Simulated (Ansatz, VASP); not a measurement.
CaSe in VASP and in Ansatz

File INCAR:

```
SYSTEM = CaSe
  PREC = Accurate
  ENCUT = 520
  EDIFF = 1E-6
  ISMEAR = 0
  SIGMA = 0.05
  LREAL = .FALSE.
  LASPH = .TRUE.
  NELM = 100
  ALGO = Normal
  ISIF = 2
  LWAVE = .FALSE.
  LCHARG = .TRUE.
  GGA = PE
  LELF = .TRUE.
  LVHAR = .TRUE.
  NBANDS = 15
```

File KPOINTS:

```
Automatic mesh
0
G
  6 6 6
  0 0 0
```

Contents of POSCAR:

```
CaSe
1.0
    0.0000000000      3.4320000000      3.3000000000
    3.4320000000      0.0000000000      3.3000000000
    3.4320000000      3.4320000000      0.0000000000
Ca Se
1 1
Direct
    0.0000000000      0.0000000000      0.0000000000
    0.7500000000      0.7500000000      0.7500000000
```

Input for Ansatz:

```yaml
crystal:
  lattice:
    - [0.0, 3.432, 3.3]
    - [3.432, 0.0, 3.3]
    - [3.432, 3.432, 0.0]
  atoms:
    - { symbol: Ca, position: [0.0, 0.0, 0.0] }
    - { symbol: Se, position: [0.75, 0.75, 0.75] }
basis:
  ecutwfc: 420
kpoints:
  mp_grid: { grid: [6, 6, 6] }
hamiltonian:
  xc: pbe
scf:
  occupations: { method: gaussian, width: 0.05 }
output:
  forces: true
  stress: true
  eigenvalues: true
```

Change from the starting cell: strain +0.040 along x and y, +0.000 along z, atoms carried along.

Alike in both runs: task single point; functional PBE; k mesh 6 × 6 × 6; occupations gaussian, width 0.05 eV; no spin polarisation.

```csv
,VASP,Ansatz
version,VASP 6.6.1,Ansatz 0.2.0
potentials or method,"VASP PAW PBE potentials, release 64 (Ca_sv, Se), cutoff 520 eV","scalar-relativistic, plane waves, PAW"
valence electrons in the cell,16,26
```

```csv
,VASP,Ansatz,Ansatz less VASP
gap on the k mesh at the Fermi level (eV),2.87,2.87,+0.001
least direct gap on the mesh (eV),2.94,2.94,0.000
pressure (GPa),-2.3,-2.3,-0.07
"traceless stress, the component that is largest in VASP (GPa)",0.21,0.21,+0.004
```

VASP's potentials hold 16 valence electrons a cell and Ansatz's 26, so a difference there can come from the potentials and not from the codes.
